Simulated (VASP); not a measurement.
SiC, 8 atoms in the cell. The structure is hexagonal, space group P6_3mc (No. 186). The conventional cell has a = 3.076 Å, b = 3.076 Å, c = 10.071 Å, α = 90.00°, β = 90.00°, γ = 120.00°. Within 2.5 Å of Si (site symmetry 3m) lie 4 C at 1.88 to 1.89 Å. Si (site symmetry 3m) has 4 C at 1.88 to 1.89 Å within 2.5 Å. C (site symmetry 3m) has 4 Si at 1.88 to 1.89 Å within 2.5 Å. C (site symmetry 3m) has 4 Si at 1.88 to 1.89 Å within 2.5 Å. 

```yaml
Program: VASP 6.6.1
Task: relaxation of cell and atoms
Functional: LDA
Potentials_or_basis: VASP PAW LDA potentials, release 64 (Si, C)
Cutoff: 600 eV
k_mesh: 10 × 10 × 3
Occupations: gaussian, width 0.01 eV
Spin: no spin polarisation
Dipole_correction: no
Further_INCAR_settings: ALGO = Normal; EDIFF = 1e-07; IBRION = 2; EDIFFG = -0.001; NSW = 80; ISIF = 3
```

Potentials or basis: VASP PAW LDA potentials, release 64 (Si, C).

Run with:

```console
$ cat potpaw_LDA.64/Si/POTCAR potpaw_LDA.64/C/POTCAR > POTCAR
$ mpirun -np 1 vasp_std > vasp.out
```

Hardware: 1 thread of Intel(R) Xeon(R) Platinum 8375C CPU @ 2.90GHz (Ice Lake), with other jobs on the host.

How long does it take, and how much memory?

Wall time 4 min on 1 thread of Intel(R) Xeon(R) Platinum 8375C CPU @ 2.90GHz (Ice Lake) (shared host), peak memory 0.21 GiB. Counts: scf iterations 47, k points 28, ion steps 8.
